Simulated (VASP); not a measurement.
# In (I4/mmm) in VASP: single point with PBEsol

Aim: the single point of In with PBEsol.

Program: VASP 6.6.1. These are calculated values, not measurements. Logs are shortened: lines on timing, memory, paths and dates and some standing lists are left out, and cuts for length are marked.

## Step 1: The cell of the first run

The typed cell holds 1 atom: a = 3.307 Å, b = 3.307 Å, c = 3.307 Å, α = 119.98°, β = 119.98°, γ = 90.04°.

## Step 2: Single point, PBEsol

Contents of INCAR:

```
PREC = Accurate ; ENCUT = 520
EDIFF = 1E-6 ; ISMEAR = 0
SIGMA = 0.1 ; LREAL = False
LASPH = True ; NELM = 60
ALGO = Fast ; ISIF = 2
LWAVE = False ; LCHARG = False
GGA = PS ; NBANDS = 12
```

Contents of KPOINTS:

```
Automatic mesh
0
Gamma
  18 18 18
```

Contents of POSCAR:

```
In
1.0
   -1.6542731642      1.6542731642      2.3378786880
    1.6542731642     -1.6542731642      2.3378786880
    1.6542731642      1.6542731642     -2.3378786880
In
1
Direct
    0.0000000000      0.0000000000      0.0000000000
```

Potentials or basis: VASP PAW PBE potentials, release 64 (In_d).

Run with:

```bash
cat potpaw_PBE.64/In_d/POTCAR > POTCAR
mpirun -np 1 vasp_std > vasp.out
```

OUTCAR:

```text
PREC = Accurate
   ENCUT = 520
   EDIFF = 1E-6
   ISMEAR = 0
   LREAL = False
   LASPH = True
   NELM = 60
   ISIF = 2
   GGA = PS

 ion  position               nearest neighbor table
   1  0.000  0.000  0.000-

  LATTYP: Found a body centered tetragonal cell.
 ALAT       =     3.3085463284
 C/A-ratio  =     1.4132361805

  Lattice vectors:

 A1 = (  -1.6542731642,   1.6542731642,   2.3378786880)
 A2 = (   1.6542731642,  -1.6542731642,   2.3378786880)
 A3 = (   1.6542731642,   1.6542731642,  -2.3378786880)

Analysis of symmetry for initial positions (statically):
=====================================================================
 Subroutine PRICEL returns:
 Original cell was already a primitive cell.

 Routine SETGRP: Setting up the symmetry group for a
 body centered tetragonal supercell.

 Subroutine GETGRP returns: Found 16 space group operations
 (whereof 16 operations were pure point group operations)
 out of a pool of 16 trial point group operations.

The static configuration has the point symmetry D_4h.

Analysis of symmetry for dynamics (positions and initial velocities):
=====================================================================
 Subroutine PRICEL returns:
 Original cell was already a primitive cell.

 Routine SETGRP: Setting up the symmetry group for a
 body centered tetragonal supercell.

 Subroutine GETGRP returns: Found 16 space group operations
 (whereof 16 operations were pure point group operations)
 out of a pool of 16 trial point group operations.

The dynamic configuration has the point symmetry D_4h.

 Subroutine INISYM returns: Found 16 space group operations
 (whereof 16 operations are pure point group operations),
 and found     1 'primitive' translations

----------------------------------------------------------------------------------------

                                     Primitive cell

  volume of cell :      25.5915

  direct lattice vectors                    reciprocal lattice vectors
    -1.654273164  1.654273164  2.337878688     0.000000000  0.302247543  0.213869095
     1.654273164 -1.654273164  2.337878688     0.302247543  0.000000000  0.213869095
     1.654273164  1.654273164 -2.337878688     0.302247543  0.302247543  0.000000000

  length of vectors
     3.307403236  3.307403236  3.307403236     0.370261485  0.370261485  0.427442575

  position of ions in fractional coordinates (direct lattice)
     0.000000000  0.000000000  0.000000000

  ion indices of the primitive-cell ions
   primitive index   ion index
                 1           1

----------------------------------------------------------------------------------------

 KPOINTS: Automatic mesh

Automatic generation of k-mesh.
 Grid dimensions read from file:
 generate k-points for:   18   18   18

 Generating k-lattice:

  Cartesian coordinates                     Fractional coordinates (reciprocal lattice)
     0.000000000  0.016791530  0.011881616     0.055555556  0.000000000 -0.000000000
     0.016791530  0.000000000  0.011881616     0.000000000  0.055555556 -0.000000000
     0.016791530  0.016791530  0.000000000     0.000000000  0.000000000  0.055555556

  Length of vectors
     0.020570083  0.020570083  0.023746810

  Shift w.r.t. Gamma in fractional coordinates (k-lattice)
     0.000000000  0.000000000  0.000000000

 Subroutine IBZKPT returns following result:
 ===========================================

 Found    480 irreducible k-points:

 Following reciprocal coordinates:
            Coordinates               Weight
  0.000000  0.000000  0.000000      1.000000
  0.055556  0.000000 -0.000000      8.000000
  0.111111  0.000000 -0.000000      8.000000
  0.166667  0.000000 -0.000000      8.000000
  0.222222  0.000000 -0.000000      8.000000
  0.277778  0.000000 -0.000000      8.000000
[... 16 lines left out ...]
 -0.277778  0.055556  0.000000     16.000000
 -0.222222  0.055556  0.000000     16.000000
 [... further k-points ...]
   k-points           NKPTS =    480   k-points in BZ     NKDIM =    480   number of bands    NBANDS=     12
   number of dos      NEDOS =    301   number of ions     NIONS =      1
   total plane-waves  NPLWV =  21952
   dimension x,y,z NGX =    28 NGY =   28 NGZ =   28
   dimension x,y,z NGXF=    56 NGYF=   56 NGZF=   56
   ions per type =               1
   NGX,Y,Z   is equivalent  to a cutoff of  14.07, 14.07, 14.07 a.u.
   NGXF,Y,Z  is equivalent  to a cutoff of  28.15, 28.15, 28.15 a.u.
 SYSTEM =  unknown system
   PREC   = accura    normal or accurate (medium, high low for compatibility)
   ISTART =      0    job   : 0-new  1-cont  2-samecut
   ICHARG =      2    charge: 1-file 2-atom 10-const
   ISPIN  =      1    spin polarized calculation?
   LNONCOLLINEAR =      F non collinear calculations
   LSORBIT =      F    spin-orbit coupling
   LASPH  =      T    aspherical Exc in radial PAW
   ENCUT  =  520.0 eV  38.22 Ry    6.18 a.u.   6.15  6.15  6.15*2*pi/ulx,y,z
   NELM   =     60;   NELMIN=  2; NELMDL= -5     # of ELM steps
   EDIFF  = 0.1E-05   stopping-criterion for ELM
   LREAL  =      F    real-space projection
   EDIFFG = 0.1E-04   stopping-criterion for IOM
   NSW    =      0    number of steps for IOM
   IBRION =     -1    ionic relax: 0-MD 1-quasi-New 2-CG
   NFREE  =      0    steps in history (QN), initial steepest desc. (CG)
   ISIF   =      2    stress and relaxation
   ISYM   =      2    0-nonsym 1-usesym 2-fastsym
   POTIM  = 0.5000    time-step for ionic-motion
   TEBEG  =    0.0;   TEEND  =   0.0 temperature during run
   PSTRESS=    0.0 pullay stress
   NELECT =      13.0000    total number of electrons
   NUPDOWN=      -1.0000    fix difference up-down
   EMIN   =  10.00;   EMAX   =-10.00  energy-range for DOS
   EFERMI =   0.00;   METHOD = LEGACY
   ISMEAR =     0;   SIGMA  =   0.10  broadening in eV -4-tet -1-fermi 0-gaus
   EFERMI_NEDOS =   21; number of points for ismear=-14 and -15
   IALGO  =     68    algorithm
   IMIX   =      4    mixing-type and parameters
     AMIX     =   0.40;   BMIX     =  1.00
     AMIX_MAG =   1.60;   BMIX_MAG =  1.00
  volume/ion in A,a.u.               =      25.59       172.70
  Fermi-wavevector in a.u.,A,eV,Ry     =   1.306243  2.468440 23.215206  1.706269
  Thomas-Fermi vector in A             =   2.437058
   LORBIT       =      0    0 simple, 1 ext, 2 COOP (PROOUT), +10 PAW based schemes
   GGA     = PS    functional components
   LHFCALC =     F    Hartree Fock is set to
   AEXX    =    0.0000 exact exchange contribution
   IVDW    =     0    specifies the selected vdW correction
   LEPSILON=     F    determine dielectric tensor
   LRPA    =     F    only Hartree local field effects (RPA)
 non-spin polarized calculation
 RMM-DIIS sequential band-by-band and
 Gauss-broadening in eV      SIGMA  =   0.10
  energy-cutoff  :      520.00
  volume of cell :       25.59
 maximum number of plane-waves:       701
 NGX is ok and might be reduce to    28
   NGX = 13   NGY = 13   NGZ = 13

 number of electron      13.0000002 magnetization

 Free energy of the ion-electron system (eV)
  ---------------------------------------------------
  ext. energy  EPLUGINS =         0.00000000
  ---------------------------------------------------
  free energy    TOTEN  =        -2.98638290 eV

  energy without entropy =       -2.98414560  energy(sigma->0) =       -2.98526425

 E-fermi :   7.6123     XC(G=0): -10.5107

 val. band max:        7.6118505883   @ k =  -0.3889  -0.3889   0.1111
 cond. band min:       7.6123530379   @ k =   0.2778   0.2778   0.1111
 fundamental gap:      0.0005024496
 Fermi energy:         7.6122676501

 k-point     1 :       0.0000    0.0000    0.0000
  band No.  band energies     occupation
      1      -6.9582      2.00000
      2      -6.9582      2.00000
      3      -6.9572      2.00000
      4      -6.7738      2.00000
      5      -6.7728      2.00000
      6      -2.1108      2.00000
      7      18.3557      0.00000
      8      18.3575      0.00000
      9      18.3575      0.00000
     10      19.1799      0.00000
     11      21.7839      0.00000
     12      21.7847      0.00000

 k-point     2 :       0.0556    0.0000   -0.0000
  band No.  band energies     occupation
      1      -6.9589      2.00000
      2      -6.9523      2.00000
      3      -6.9517      2.00000
      4      -6.7746      2.00000
      5      -6.7736      2.00000
      6      -2.0422      2.00000
      7      17.4032      0.00000
      8      18.2267      0.00000
      9      18.2271      0.00000
     10      19.0541      0.00000
     11      22.0032      0.00000
     12      22.0044      0.00000

 k-point     3 :       0.1111    0.0000   -0.0000
  band No.  band energies     occupation
      1      -6.9624      2.00000
      2      -6.9372      2.00000
      3      -6.9366      2.00000
      4      -6.7751      2.00000
      5      -6.7742      2.00000
      6      -1.8351      2.00000
      7      15.5634      0.00000
      8      17.9115      0.00000
      9      17.9129      0.00000
     10      18.9949      0.00000
     11      22.5813      0.00000
     12      22.6313      0.00000
[... 286 lines left out ...]
 k-point    23 :      -0.2778    0.0556    0.0000
  band No.  band energies     occupation
      1      -6.9918      2.00000
      2      -6.9126      2.00000
      3      -6.9023      2.00000
      4      -6.7542      2.00000
      5      -6.7041      2.00000
      6      -0.5229      2.00000
      7      10.5316      0.00000
      8      16.0534      0.00000
      9      16.9704      0.00000
     10      18.9006      0.00000
     11      20.9199      0.00000
     12      22.5733      0.00000

 k-point    24 :      -0.2222    0.0556    0.0000
  band No.  band energies     occupation
      1      -6.9822      2.00000
      2      -6.9088      2.00000
      3      -6.9020      2.00000
      4      -6.7824      2.00000
      5      -6.7358      2.00000
      6      -1.1128      2.00000
      7      12.3834      0.00000
      8      16.3723      0.00000
      9      17.3167      0.00000
     10      19.2724      0.00000
     11      21.0405      0.00000
     12      22.6856      0.00000

 [... further k-points ...]
[... 5 lines left out ...]
  --------------------------------------------------------------------------------------
  -------------------------------------------------------------------------------------
  Total       -0.0035686     -0.0035686     -0.0023994      0.0000000      0.0000000      0.0000000
  in kB       -0.2234159     -0.2234159     -0.1502140      0.0000000      0.0000000      0.0000000
  external PRESSURE =      -0.1990152 kB  Pullay stress =       0.0000000 kB

 VOLUME and BASIS-vectors are now :
 -----------------------------------------------------------------------------
  energy-cutoff  :      520.00
  volume of cell :       25.59
      direct lattice vectors                 reciprocal lattice vectors
    -1.654273164  1.654273164  2.337878688     0.000000000  0.302247543  0.213869095
     1.654273164 -1.654273164  2.337878688     0.302247543  0.000000000  0.213869095
     1.654273164  1.654273164 -2.337878688     0.302247543  0.302247543  0.000000000

 POSITION                                       TOTAL-FORCE (eV/Angst)
 -----------------------------------------------------------------------------------
      0.00000      0.00000      0.00000         0.000000     -0.000000      0.000000
 -----------------------------------------------------------------------------------
    total drift:                               -0.000000     -0.000000     -0.000000

  FREE ENERGIE OF THE ION-ELECTRON SYSTEM (eV)
  ---------------------------------------------------
  free  energy   TOTEN  =        -2.9863829002 eV

  energy  without entropy=       -2.9841456026  energy(sigma->0) =       -2.98526425
```

Run time: 1.9 min. Hardware: 1 thread of Intel Xeon Platinum 8488C (Sapphire Rapids), shared host; peak memory 0.26 GiB.

Results:

```yaml
Free_energy: -2.9864 eV
Pressure: 0.0 GPa
```

Caveat: the PAW data sets were made with another functional, which shifts forces and pressure a little; spin-orbit coupling is left out, which moves the levels of the heavy elements.
